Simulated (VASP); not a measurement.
# GaBiTe2Se (P4/mmm) in VASP: further runs

The runs below take GaBiTe2Se through relaxation of cell and atoms, single point, with PBE.

Everything below comes from runs of VASP 6.6.1. Logs are shortened: lines on timing, memory, paths and dates and some standing lists are left out, and cuts for length are marked.

**1. The cell of the first run**

Symmetry: P4/mmm, No. 123, tetragonal system. The conventional cell has a = 4.384 Å, b = 4.384 Å, c = 9.413 Å, α = 90.00°, β = 90.00°, γ = 90.00°. Within 5.3 Å of Ga (site symmetry 4/mmm) lie 8 Te at 4.07 Å and 4 Ga at 4.38 Å and 2 Bi at 4.71 Å. Bi (site symmetry 4/mmm) has 4 Se at 3.10 Å and 8 Te at 3.73 Å within 4.1 Å. Te (site symmetry 4mm) has 1 Se at 2.07 Å within 2.7 Å. Within 2.7 Å of Se (site symmetry 4/mmm) lie 2 Te at 2.07 Å.

The cell was generated, and may not be a known phase.

**2. Relaxation of cell and atoms, PBE**

The input, INCAR:

```
  PREC = Accurate
  ENCUT = 600
  EDIFF = 1E-6
  ISMEAR = 0
  SIGMA = 0.1
  LREAL = False
  LASPH = True
  NELM = 80
  ALGO = Normal
  ISIF = 3
  LWAVE = False
  LCHARG = False
  GGA = PE
  IBRION = 2
  NSW = 90
  EDIFFG = -0.04
```

The input, KPOINTS:

```
Automatic mesh
0
Gamma
  4 4 2
```

The input, POSCAR:

```
GaBiTe2Se
1.0
    4.3842148600      0.0000000000      0.0000000000
    0.0000000000      4.3842148600      0.0000000000
    0.0000000000      0.0000000000      9.4130045200
Ga Bi Te Se
1 1 2 1
Direct
    0.0000000000      0.0000000000      0.5000000000
    0.0000000000      0.0000000000      0.0000000000
    0.5000000000      0.5000000000      0.2200437700
    0.5000000000      0.5000000000      0.7799562300
    0.5000000000      0.5000000000      0.0000000000
```

Potentials or basis: VASP PAW PBE potentials, release 64 (Ga_d, Bi_d, Te, Se).

Command:

```console
cat potpaw_PBE.64/Ga_d/POTCAR potpaw_PBE.64/Bi_d/POTCAR potpaw_PBE.64/Te/POTCAR potpaw_PBE.64/Se/POTCAR > POTCAR
mpirun -np 1 vasp_std > vasp.out
```

OUTCAR:

```text
PREC = Accurate
   ENCUT = 600
   EDIFF = 1E-6
   ISMEAR = 0
   LREAL = False
   LASPH = True
   NELM = 80
   ISIF = 3
   GGA = PE
   IBRION = 2
   NSW = 90
   EDIFFG = -0.04

 ion  position               nearest neighbor table
   1  0.000  0.000  0.500-
   2  0.000  0.000  0.000-   5 3.10   5 3.10   5 3.10   5 3.10   4 3.73   4 3.73   3 3.73   4 3.73
                             3 3.73   3 3.73   4 3.73   3 3.73
   3  0.500  0.500  0.220-   5 2.07   2 3.73   2 3.73   2 3.73   2 3.73
   4  0.500  0.500  0.780-   5 2.07   2 3.73   2 3.73   2 3.73   2 3.73
   5  0.500  0.500  0.000-   3 2.07   4 2.07   2 3.10   2 3.10   2 3.10   2 3.10

  LATTYP: Found a simple tetragonal cell.
 ALAT       =     4.3842148600
 C/A-ratio  =     2.1470217178

  Lattice vectors:

 A1 = (   4.3842148600,   0.0000000000,   0.0000000000)
 A2 = (   0.0000000000,   4.3842148600,   0.0000000000)
 A3 = (   0.0000000000,   0.0000000000,   9.4130045200)

Analysis of symmetry for initial positions (statically):
=====================================================================
 Subroutine PRICEL returns:
 Original cell was already a primitive cell.

 Routine SETGRP: Setting up the symmetry group for a
 simple tetragonal supercell.

 Subroutine GETGRP returns: Found 16 space group operations
 (whereof 16 operations were pure point group operations)
 out of a pool of 16 trial point group operations.

The static configuration has the point symmetry D_4h.

Analysis of symmetry for dynamics (positions and initial velocities):
=====================================================================
 Subroutine PRICEL returns:
 Original cell was already a primitive cell.

 Routine SETGRP: Setting up the symmetry group for a
 simple tetragonal supercell.

 Subroutine GETGRP returns: Found 16 space group operations
 (whereof 16 operations were pure point group operations)
 out of a pool of 16 trial point group operations.

The dynamic configuration has the point symmetry D_4h.

 Subroutine INISYM returns: Found 16 space group operations
 (whereof 16 operations are pure point group operations),
 and found     1 'primitive' translations

----------------------------------------------------------------------------------------

                                     Primitive cell

  volume of cell :     180.9306

  direct lattice vectors                    reciprocal lattice vectors
     4.384214860  0.000000000  0.000000000     0.228091011  0.000000000  0.000000000
     0.000000000  4.384214860  0.000000000     0.000000000  0.228091011  0.000000000
     0.000000000  0.000000000  9.413004520     0.000000000  0.000000000  0.106236006

  length of vectors
     4.384214860  4.384214860  9.413004520     0.228091011  0.228091011  0.106236006

  position of ions in fractional coordinates (direct lattice)
     0.000000000  0.000000000  0.500000000
     0.000000000  0.000000000  0.000000000
     0.500000000  0.500000000  0.220043770
     0.500000000  0.500000000  0.779956230
     0.500000000  0.500000000  0.000000000

  ion indices of the primitive-cell ions
   primitive index   ion index
                 1           1
                 2           2
                 3           3
                 4           4
                 5           5

----------------------------------------------------------------------------------------

 KPOINTS: Automatic mesh

Automatic generation of k-mesh.
 Grid dimensions read from file:
 generate k-points for:    4    4    2

 Generating k-lattice:

  Cartesian coordinates                     Fractional coordinates (reciprocal lattice)
     0.057022753  0.000000000  0.000000000     0.250000000  0.000000000  0.000000000
     0.000000000  0.057022753  0.000000000     0.000000000  0.250000000  0.000000000
     0.000000000  0.000000000  0.053118003     0.000000000  0.000000000  0.500000000

  Length of vectors
     0.057022753  0.057022753  0.053118003

  Shift w.r.t. Gamma in fractional coordinates (k-lattice)
     0.000000000  0.000000000  0.000000000

 Subroutine IBZKPT returns following result:
 ===========================================

 Found     12 irreducible k-points:

 Following reciprocal coordinates:
            Coordinates               Weight
  0.000000  0.000000  0.000000      1.000000
  0.250000  0.000000  0.000000      4.000000
  0.500000  0.000000  0.000000      2.000000
  0.250000  0.250000  0.000000      4.000000
  0.500000  0.250000  0.000000      4.000000
  0.500000  0.500000  0.000000      1.000000
  0.000000  0.000000  0.500000      1.000000
  0.250000  0.000000  0.500000      4.000000
  0.500000  0.000000  0.500000      2.000000
  0.250000  0.250000  0.500000      4.000000
  0.500000  0.250000  0.500000      4.000000
  0.500000  0.500000  0.500000      1.000000
   k-points           NKPTS =     12   k-points in BZ     NKDIM =     12   number of bands    NBANDS=     27
   number of dos      NEDOS =    301   number of ions     NIONS =      5
   total plane-waves  NPLWV = 103680
   dimension x,y,z NGX =    36 NGY =   36 NGZ =   80
   dimension x,y,z NGXF=    72 NGYF=   72 NGZF=  160
   ions per type =               1   1   2   1
   NGX,Y,Z   is equivalent  to a cutoff of  13.65, 13.65, 14.13 a.u.
   NGXF,Y,Z  is equivalent  to a cutoff of  27.30, 27.30, 28.26 a.u.
 SYSTEM =  unknown system
   PREC   = accura    normal or accurate (medium, high low for compatibility)
   ISTART =      0    job   : 0-new  1-cont  2-samecut
   ICHARG =      2    charge: 1-file 2-atom 10-const
   ISPIN  =      1    spin polarized calculation?
   LNONCOLLINEAR =      F non collinear calculations
   LSORBIT =      F    spin-orbit coupling
   LASPH  =      T    aspherical Exc in radial PAW
   ENCUT  =  600.0 eV  44.10 Ry    6.64 a.u.   8.76  8.76 18.80*2*pi/ulx,y,z
   NELM   =     80;   NELMIN=  2; NELMDL= -5     # of ELM steps
   EDIFF  = 0.1E-05   stopping-criterion for ELM
   LREAL  =      F    real-space projection
   EDIFFG = -.4E-01   stopping-criterion for IOM
   NSW    =     90    number of steps for IOM
   IBRION =      2    ionic relax: 0-MD 1-quasi-New 2-CG
   NFREE  =      1    steps in history (QN), initial steepest desc. (CG)
   ISIF   =      3    stress and relaxation
   ISYM   =      2    0-nonsym 1-usesym 2-fastsym
   POTIM  = 0.5000    time-step for ionic-motion
   TEBEG  =    0.0;   TEEND  =   0.0 temperature during run
   PSTRESS=    0.0 pullay stress
   NELECT =      46.0000    total number of electrons
   NUPDOWN=      -1.0000    fix difference up-down
   EMIN   =  10.00;   EMAX   =-10.00  energy-range for DOS
   EFERMI =   0.00;   METHOD = LEGACY
   ISMEAR =     0;   SIGMA  =   0.10  broadening in eV -4-tet -1-fermi 0-gaus
   EFERMI_NEDOS =   21; number of points for ismear=-14 and -15
   IALGO  =     38    algorithm
   IMIX   =      4    mixing-type and parameters
     AMIX     =   0.40;   BMIX     =  1.00
     AMIX_MAG =   1.60;   BMIX_MAG =  1.00
  volume/ion in A,a.u.               =      36.19       244.20
  Fermi-wavevector in a.u.,A,eV,Ry     =   1.037107  1.959848 14.634296  1.075590
  Thomas-Fermi vector in A             =   2.171529
   LORBIT       =      0    0 simple, 1 ext, 2 COOP (PROOUT), +10 PAW based schemes
   GGA     = PE    functional components
   LHFCALC =     F    Hartree Fock is set to
   AEXX    =    0.0000 exact exchange contribution
   IVDW    =     0    specifies the selected vdW correction
   LEPSILON=     F    determine dielectric tensor
   LRPA    =     F    only Hartree local field effects (RPA)
 conjugate gradient relaxation of ions
 non-spin polarized calculation
 Gauss-broadening in eV      SIGMA  =   0.10
  energy-cutoff  :      600.00
  volume of cell :      180.93
 maximum number of plane-waves:      6109
 NGX is ok and might be reduce to    36
   NGX = 17   NGY = 17   NGZ = 37

--------------------------------------- Ionic step        1  -------------------------------------------

 number of electron      45.9999993 magnetization

 Free energy of the ion-electron system (eV)
  ---------------------------------------------------
  ext. energy  EPLUGINS =         0.00000000
  ---------------------------------------------------
  free energy    TOTEN  =        -7.39647169 eV

  energy without entropy =       -7.37641026  energy(sigma->0) =       -7.38644098

------------------------ aborting loop because EDIFF is reached ----------------------------------------

  FORCE on cell =-STRESS in cart. coord.  units (eV):
  Direction    XX          YY          ZZ          XY          YZ          ZX
  --------------------------------------------------------------------------------------
  -------------------------------------------------------------------------------------
  Total       -0.8295369     -0.8295369     55.0690623      0.0000000     -0.0000000      0.0000000
  in kB       -7.3457202     -7.3457202    487.6478760      0.0000000     -0.0000000      0.0000000
  external PRESSURE =     157.6521452 kB  Pullay stress =       0.0000000 kB
[... 98 lines left out ...]
  FREE ENERGIE OF THE ION-ELECTRON SYSTEM (eV)
  ---------------------------------------------------
  free  energy   TOTEN  =       -12.6350859976 eV

  energy  without entropy=      -12.5904220252  energy(sigma->0) =      -12.61275401

[... ionic steps 4 to 27 ...]

--------------------------------------- Ionic step       28  -------------------------------------------

 number of electron      45.9999998 magnetization

------------------------ aborting loop because EDIFF is reached ----------------------------------------

  FORCE on cell =-STRESS in cart. coord.  units (eV):
  Direction    XX          YY          ZZ          XY          YZ          ZX
  --------------------------------------------------------------------------------------
  -------------------------------------------------------------------------------------
  Total       -0.0364081     -0.0364081     -0.0934770      0.0000000     -0.0000000      0.0000000
  in kB       -0.3411940     -0.3411940     -0.8760080      0.0000000     -0.0000000      0.0000000
  external PRESSURE =      -0.5194653 kB  Pullay stress =       0.0000000 kB
[... 63 lines left out ...]
  energy  without entropy=      -16.2113585164  energy(sigma->0) =      -16.21755471

--------------------------------------- Ionic step       30  -------------------------------------------

 number of electron      45.9999989 magnetization

 Free energy of the ion-electron system (eV)
  ---------------------------------------------------
  ext. energy  EPLUGINS =         0.00000000
  ---------------------------------------------------
  free energy    TOTEN  =       -16.22381811 eV

  energy without entropy =      -16.21134295  energy(sigma->0) =      -16.21758053

 E-fermi :   4.2510     XC(G=0):  -8.7761

 val. band max:        4.2409115857   @ k =   0.0000   0.0000   0.0000
 cond. band min:       4.2799193360   @ k =   0.0000   0.0000   0.5000
 fundamental gap:      0.0390077503
 Fermi energy:         4.2510308955

 k-point     1 :       0.0000    0.0000    0.0000
  band No.  band energies     occupation
      1     -18.9905      2.00000
      2     -18.9819      2.00000
      3     -18.8818      2.00000
      4     -18.8791      2.00000
      5     -18.8791      2.00000
      6     -10.2633      2.00000
[... 381 lines left out ...]
  FREE ENERGIE OF THE ION-ELECTRON SYSTEM (eV)
  ---------------------------------------------------
  free  energy   TOTEN  =       -16.2238181071 eV

  energy  without entropy=      -16.2113429492  energy(sigma->0) =      -16.21758053

 reached required accuracy - stopping structural energy minimisation
```

Wall time 12 min (1 thread of AMD EPYC 9R45 (Zen 5), shared host); peak memory 0.37 GiB.

Results:

```
Free energy                           : -16.2238 eV
Relaxed volume                        : 33.94 Å³/atom
Relaxed cell                          : a = 4.142 Å, b = 4.142 Å, c = 9.892 Å, α = 90.00°, β = 90.00°, γ = 90.00°
Space group after relaxing (to 0.1 Å) : P4/mmm (No. 123)
Energy gained by relaxing             : 1765.5 meV/atom
Ionic steps                           : 30
Pressure after relaxing               : -0.2 GPa
Largest force after relaxing          : 0.033 eV/Å
Band gap on the k mesh                : zero (bands 23 and 24 overlap by 0.75 eV)
```

Forces in eV/Å, atoms in the order of the input:
```
Ga   0.000  0.000  0.000
Bi   0.000  0.000  0.000
Te   0.000  0.000  0.033
Te   0.000  0.000 -0.033
Se   0.000  0.000  0.000
```

The path:
| step | energy change (eV) | largest force (eV/Å) | pressure (GPa) | volume (Å³) |
| --- | --- | --- | --- | --- |
| 1 | 0.0000 | 14.7338 | 15.77 | 180.93 |
| 2 | -5.2065 | 0.4610 | -4.51 | 272.65 |
| 3 | -5.2386 | 0.4368 | -4.58 | 269.57 |
| 4 | -5.2760 | 0.4101 | -4.64 | 266.38 |
| 5 | -6.2283 | 0.1019 | -4.78 | 223.99 |
| 6 | -6.7117 | 1.0705 | -2.13 | 202.54 |
| 7 | -6.7089 | 0.3719 | -3.32 | 208.29 |
| 8 | -6.7328 | 0.6697 | -2.81 | 205.39 |
| 9 | -6.7329 | 0.7303 | -2.72 | 204.90 |
| 10 | -7.0383 | 0.8783 | -1.61 | 188.59 |
| 11 | -7.2054 | 1.1332 | 1.18 | 168.31 |
| 12 | -7.3383 | 0.7975 | 0.76 | 166.20 |
| 13 | -7.4252 | 0.5019 | 0.76 | 163.12 |
| 14 | -7.4448 | 0.3268 | 2.27 | 156.94 |
| 15 | -7.5849 | 0.4220 | 1.04 | 159.45 |
| 16 | -7.9239 | 0.6089 | -1.33 | 167.02 |
| 17 | -8.7577 | 0.1274 | -1.50 | 182.19 |
| 18 | -8.4788 | 1.4943 | -2.08 | 176.14 |
| 19 | -8.7592 | 0.5667 | -1.87 | 180.76 |
| 20 | -8.7658 | 0.3283 | -1.74 | 181.33 |
| 21 | -8.3078 | 4.3666 | 2.54 | 175.13 |
| 22 | -8.7779 | 0.1059 | -1.29 | 180.26 |
| 23 | -8.8192 | 0.0363 | -0.23 | 173.73 |
| 24 | -8.8194 | 0.0306 | -0.13 | 173.22 |
| 25 | -8.8211 | 0.1228 | 0.00 | 172.40 |
| 26 | -8.8214 | 0.1714 | 0.06 | 171.98 |
| 27 | -8.8226 | 0.1467 | 0.02 | 171.73 |
| 28 | -8.8255 | 0.0751 | -0.05 | 170.97 |
| 29 | -8.8273 | 0.0568 | -0.17 | 169.43 |
| 30 | -8.8273 | 0.0330 | -0.16 | 169.71 |

Final structure:
```cif
data_structure
_symmetry_space_group_name_H-M 'P 1'
_symmetry_Int_Tables_number 1
_cell_length_a 4.1421
_cell_length_b 4.1421
_cell_length_c 9.8915
_cell_angle_alpha 90.000
_cell_angle_beta 90.000
_cell_angle_gamma 90.000
_cell_volume 169.71
loop_
_atom_site_label
_atom_site_type_symbol
_atom_site_fract_x
_atom_site_fract_y
_atom_site_fract_z
_atom_site_occupancy
Ga1 Ga 0.00000 0.00000 0.50000 1
Bi1 Bi 0.00000 0.00000 0.00000 1
Te1 Te 0.50000 0.50000 0.36218 1
Te2 Te 0.50000 0.50000 0.63782 1
Se1 Se 0.50000 0.50000 0.00000 1
```

Caveat: spin-orbit coupling is left out, which moves the levels of the heavy elements; this functional lacks dispersion, which binds layers or chains, so the pressure and a relaxed spacing across them are unreliable.

**3. Single point, PBE**

This run uses another cell than the first one, of 32.25 Å³/atom.

The input, INCAR:

```
SYSTEM = GaBiTe2Se
  PREC = Accurate
  ENCUT = 520
  EDIFF = 1E-6
  ISMEAR = 0
  SIGMA = 0.1
  LREAL = .FALSE.
  LASPH = .TRUE.
  NELM = 60
  ALGO = Normal
  ISIF = 2
  LWAVE = .FALSE.
  LCHARG = .FALSE.
  GGA = PE
  NBANDS = 31
```

The input, KPOINTS:

```
Automatic mesh
0
G
  10 10 6
  0 0 0
```

The input, POSCAR:

```
GaBiTe2Se
1.0
    4.1095040243      0.0000000000      0.0000000000
    0.0000000000      4.1095040243      0.0000000000
    0.0000000000      0.0000000000      9.5470794392
Ga Bi Te Se
1 1 2 1
Direct
    0.0000000000      0.0000000000      0.5000000000
    0.0000000000      0.0000000000      0.0000000000
    0.5000000000      0.5000000000      0.3539795938
    0.5000000000      0.5000000000      0.6460204062
    0.5000000000      0.5000000000      0.0000000000
```

Potentials or basis: VASP PAW PBE potentials, release 64 (Ga_d, Bi_d, Te, Se).

Command:

```console
cat potpaw_PBE.64/Ga_d/POTCAR potpaw_PBE.64/Bi_d/POTCAR potpaw_PBE.64/Te/POTCAR potpaw_PBE.64/Se/POTCAR > POTCAR
mpirun -np 1 vasp_std > vasp.out
```

Wall time 3 min (1 thread of AMD EPYC 9R45 (Zen 5), shared host); peak memory 0.56 GiB.

It converged, with:

```
Free energy            : -16.1090 eV
Pressure               : 0.0 GPa
Largest force          : 0.015 eV/Å
Band gap on the k mesh : zero (bands 23 and 24 overlap by 0.77 eV)
```

Forces on the atoms (eV/Å):
```
Ga   0.000  0.000  0.000
Bi   0.000  0.000  0.000
Te   0.000  0.000 -0.015
Te   0.000  0.000  0.015
Se   0.000  0.000  0.000
```

Levels at points of the mesh, in eV from the Fermi level:
| k point | band 19 | band 20 | band 21 | band 22 | band 23 | band 24 | band 25 | band 26 | band 27 | band 28 |
| --- | --- | --- | --- | --- | --- | --- | --- | --- | --- | --- |
| (0.00, 0.00, 0.00) | -2.74 | -2.03 | -2.03 | 0.11 | 0.11 | 0.68 | 2.01 | 3.36 | 3.52 | 4.16 |
| (0.50, 0.00, 0.00) | -2.32 | -1.29 | -1.11 | -0.42 | -0.41 | 0.17 | 0.26 | 0.48 | 2.08 | 2.67 |
| (0.50, 0.50, 0.00) | -4.24 | -3.08 | -2.49 | -1.84 | -1.84 | -0.29 | 2.03 | 2.96 | 3.72 | 3.72 |
| (0.00, 0.00, 0.50) | -2.07 | -2.07 | -1.61 | 0.18 | 0.18 | 0.58 | 1.06 | 2.45 | 3.68 | 3.97 |
| (0.50, 0.00, 0.50) | -1.25 | -1.23 | -1.18 | -1.17 | -0.45 | 0.17 | 0.54 | 0.70 | 1.31 | 2.07 |
| (0.50, 0.50, 0.50) | -4.29 | -4.01 | -1.73 | -1.73 | -0.90 | -0.04 | 1.49 | 1.71 | 2.91 | 2.91 |

Caveat: spin-orbit coupling is left out, which moves the levels of the heavy elements; this functional lacks dispersion, which binds layers or chains, so the pressure and a relaxed spacing across them are unreliable.

The gap in the log of VASP goes by the Fermi energy; the results here count the filled bands.